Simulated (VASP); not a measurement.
Ge, 4 atoms in the cell. The structure is hexagonal, space group P6_3/mmc (No. 194). The conventional cell has a = 3.998 Å, b = 3.998 Å, c = 6.401 Å, α = 90.00°, β = 90.00°, γ = 120.00°. Within 3.2 Å of Ge (site symmetry 3m) lie 4 Ge at 2.40 to 2.44 Å. This isn't the form of Ge at room conditions, which is diamond. This cell differs from its parent crystal: zz strain of -3 %.

* Program: VASP 6.6.1
* Task: single point
* Functional: PBEsol
* Potentials or basis: VASP PAW PBE potentials, release 64 (Ge_d)
* Cutoff: 520 eV
* k mesh: 11 × 11 × 6
* Occupations: fermi-dirac, width 0.05 eV
* Spin: no spin polarisation
* Dipole correction: no
* Further INCAR settings: ALGO = Normal; EDIFF = 1e-06; NBANDS = 36

Potentials or basis: VASP PAW PBE potentials, release 64 (Ge_d).

The run is started by

```sh
$ cat potpaw_PBE.64/Ge_d/POTCAR > POTCAR
$ mpirun -np 1 vasp_std > vasp.out
```

Hardware: 1 thread of Intel(R) Xeon(R) Platinum 8488C (Sapphire Rapids) (shared host).

Problem. How long does it take, and how much memory?

Solution. It took 97 s on 1 thread of Intel(R) Xeon(R) Platinum 8488C (Sapphire Rapids), with other jobs on the host, peak memory 0.28 GiB. Counts: scf iterations 12, k points 64.
